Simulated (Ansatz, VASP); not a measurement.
**HC12: VASP beside Ansatz**

Contents of INCAR:

```
  PREC = Accurate
  ENCUT = 520
  EDIFF = 1E-6
  ISMEAR = 0
  SIGMA = 0.05
  LREAL = Auto
  LASPH = T
  NELM = 100
  ALGO = Normal
  ISIF = 2
  LWAVE = F
  LCHARG = F
  LDIPOL = T
  IDIPOL = 3
  DIPOL = 0.5 0.5 0.289
  GGA = PE
  NBANDS = 68
```

File KPOINTS:

```
Automatic mesh
0
Gamma
  5 5 1
```

The input POSCAR:

```
HC12
1.0
    5.0509324483      0.0000000000      0.0000000000
    0.0000000000      5.0509324483      0.0000000000
    0.0000000000      0.0000000000     22.3754933530
C H
24 2
Direct
    0.0000000000      0.2500000000      0.1787670080
    0.0000000000      0.7500000000      0.1787670080
    0.5000000000      0.2500000000      0.1787670080
    0.5000000000      0.7500000000      0.1787670080
    0.0000000000      0.0000000000      0.2186716990
    0.0000000000      0.5000000000      0.2186716990
    0.5000000000      0.0000000000      0.2186716990
    0.5000000000      0.5000000000      0.2186716990
    0.2500000000      0.0000000000      0.2585763899
    0.2500000000      0.5000000000      0.2585763899
    0.7500000000      0.0000000000      0.2585763899
    0.7500000000      0.5000000000      0.2585763899
    0.2500000000      0.2500000000      0.2976014419
    0.2500000000      0.7500000000      0.2976014419
    0.7500000000      0.2500000000      0.2976014419
    0.7500000000      0.7500000000      0.2976014419
    0.0000000000      0.2500000000      0.3394883053
    0.0000000000      0.7500000000      0.3394883053
    0.5000000000      0.2500000000      0.3394883053
    0.5000000000      0.7500000000      0.3394883053
    0.0000000000      0.0000000000      0.3743154719
    0.0000000000      0.5000000000      0.3743154719
    0.5000000000      0.0000000000      0.3743154719
    0.5000000000      0.5000000000      0.3743154719
    0.9090266986      0.3750000000      0.4230294816
    1.0909733014      0.3750000000      0.4230294816
```

Input for Ansatz:

```yaml
crystal:
  lattice:
    - [5.0509324483, 0.0, 0.0]
    - [0.0, 5.0509324483, 0.0]
    - [0.0, 0.0, 22.375493353]
  atoms:
    - { symbol: C, position: [0.0, 0.25, 0.178767008] }
    - { symbol: C, position: [0.0, 0.75, 0.178767008] }
    - { symbol: C, position: [0.5, 0.25, 0.178767008] }
    - { symbol: C, position: [0.5, 0.75, 0.178767008] }
    - { symbol: C, position: [0.0, 0.0, 0.218671699] }
    - { symbol: C, position: [0.0, 0.5, 0.218671699] }
    - { symbol: C, position: [0.5, 0.0, 0.218671699] }
    - { symbol: C, position: [0.5, 0.5, 0.218671699] }
    - { symbol: C, position: [0.25, 0.0, 0.2585763899] }
    - { symbol: C, position: [0.25, 0.5, 0.2585763899] }
    - { symbol: C, position: [0.75, 0.0, 0.2585763899] }
    - { symbol: C, position: [0.75, 0.5, 0.2585763899] }
    - { symbol: C, position: [0.25, 0.25, 0.2976014419] }
    - { symbol: C, position: [0.25, 0.75, 0.2976014419] }
    - { symbol: C, position: [0.75, 0.25, 0.2976014419] }
    - { symbol: C, position: [0.75, 0.75, 0.2976014419] }
    - { symbol: C, position: [0.0, 0.25, 0.3394883053] }
    - { symbol: C, position: [0.0, 0.75, 0.3394883053] }
    - { symbol: C, position: [0.5, 0.25, 0.3394883053] }
    - { symbol: C, position: [0.5, 0.75, 0.3394883053] }
    - { symbol: C, position: [0.0, 0.0, 0.3743154719] }
    - { symbol: C, position: [0.0, 0.5, 0.3743154719] }
    - { symbol: C, position: [0.5, 0.0, 0.3743154719] }
    - { symbol: C, position: [0.5, 0.5, 0.3743154719] }
    - { symbol: H, position: [0.9090266986, 0.375, 0.4230294816] }
    - { symbol: H, position: [1.0909733014, 0.375, 0.4230294816] }
basis:
  ecutwfc: 420
kpoints:
  mp_grid: { grid: [5, 5, 1] }
hamiltonian:
  xc: pbe
  pseudopotentials: { kind: paw, azcp: { folder: soft_1 } }
scf:
  occupations: { method: gaussian, width: 0.05 }
output:
  forces: true
  eigenvalues: true
  write_density: true
  write_potential: true
  elf: true
  volumetric_format: npy
efield:
  axis: 3
  dipole_correction: true
  ramp_width: 0.04
```

Alike in both runs: task single point; functional PBE; k mesh 5 × 5 × 1; occupations gaussian, width 0.05 eV; no spin polarisation.

```csv
,VASP,Ansatz
version,VASP 6.6.1,Ansatz 0.2.0
potentials or method,"VASP PAW PBE potentials, release 64 (C, H), cutoff 520 eV","scalar-relativistic, plane waves, PAW"
valence electrons in the cell,98,98
```

|  | VASP | Ansatz | Ansatz less VASP |
| --- | --- | --- | --- |
| gap on the k mesh at the Fermi level (eV) | none | none | - |
| rms of the force components (eV/Å) | 1.064 | 1.066 | +0.0024 |

Atom by atom the forces differ by 0.013 eV/Å (rms over components). A gap of «none» marks a metal or a gap that the smearing closes. The functional is the same, so the differences come from potentials, cutoffs and numerics. Ansatz's warnings: xc potential rough in thin density.
